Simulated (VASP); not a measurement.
Here is a VASP 6.6.1 calculation.

INCAR

```
PREC = Accurate
ENCUT = 520
EDIFF = 1E-6
ISMEAR = 0
SIGMA = 0.1
LREAL = False
LASPH = True
NELM = 60
ALGO = Fast
ISIF = 2
LWAVE = False
LCHARG = True
GGA = PS
LELF = True
LVHAR = True
NBANDS = 19
```

File KPOINTS:

```
regular mesh
0
Gamma
  18 18 8
```

POSCAR

```
Zn
1.0
    2.5926809185      0.0000000000      0.0000000000
   -1.2963404593      2.2453275393      0.0000000000
    0.0000000000      0.0000000000      4.8950662357
Zn
2
Direct
    0.3333333333      0.6666666667      0.2500000000
    0.6666666667      0.3333333333      0.7500000000
```

Potentials or basis: VASP PAW PBE potentials, release 64 (Zn).

The run is started by

```console
$ cat potpaw_PBE.64/Zn/POTCAR > POTCAR
$ mpirun -np 1 vasp_std > vasp.out
```

Problem. Estimate the band gap on the k mesh.

Solution. Zero (bands 12 and 13 overlap by 4.91 eV).

Problem. Predict the pressure.

Solution. 0.9 GPa.

Stress tensor (GPa, compression positive):
```
1.03 0.00 0.00
0.00 1.03 0.00
0.00 0.00 0.75
```

Caveat: the PAW data sets were made with another functional, which shifts forces and pressure a little.
